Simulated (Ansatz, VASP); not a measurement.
Two plane-wave programs on TiO2

```
Ti O
1.0
     5.14912    0.00000    0.00000
     0.00000    9.19420    0.00000
     0.00000    0.00000    5.45912
Ti O
8 16
Direct
  0.13791 0.37103 0.40258
  0.63791 0.12897 0.59742
  0.36209 0.62897 0.90258
  0.86209 0.87103 0.09742
  0.86209 0.62897 0.59742
  0.36209 0.87103 0.40258
  0.63791 0.37103 0.09742
  0.13791 0.12897 0.90258
  0.46471 0.26971 0.38999
  0.96471 0.23029 0.61001
  0.03529 0.73029 0.88999
  0.53529 0.76971 0.11001
  0.53529 0.73029 0.61001
  0.03529 0.76971 0.38999
  0.96471 0.26971 0.11001
  0.46471 0.23029 0.88999
  0.81663 0.01048 0.85119
  0.31663 0.48952 0.14881
  0.68337 0.98952 0.35119
  0.18337 0.51048 0.64881
  0.18337 0.98952 0.14881
  0.68337 0.51048 0.85119
  0.31663 0.01048 0.64881
  0.81663 0.48952 0.35119
```

Alike in both runs: task electric field gradients; functional PBE; k mesh 5 × 3 × 5; occupations fermi-dirac, width 0.02 eV; no spin polarisation.

|  | VASP | Ansatz |
| --- | --- | --- |
| version | VASP 6.6.1 | Ansatz 0.2.0 |
| potentials or method | VASP PAW PBE potentials, release 64 (Ti_sv, O) | plane-wave PAW, scalar-relativistic |
| plane-wave cutoff (eV) | 520 | 420 |
| valence electrons in the cell | 192 | 192 |

|  | VASP | Ansatz | Ansatz less VASP |
| --- | --- | --- | --- |
| gap on the k mesh at the Fermi level (eV) | 2.28 | 2.30 | +0.022 |
| pressure (GPa) | 4.5 | 3.8 | -0.67 |
| traceless stress, the component that is largest in VASP (GPa) | 0.13 | 0.05 | -0.082 |
| rms of the force components (eV/Å) | 0.044 | 0.047 | +0.0033 |
| size of Vzz on the site where it differs most (V/Å²) | 18.7 | 20.3 | +1.57 |

Atom by atom the forces differ by 0.019 eV/Å (rms over components).
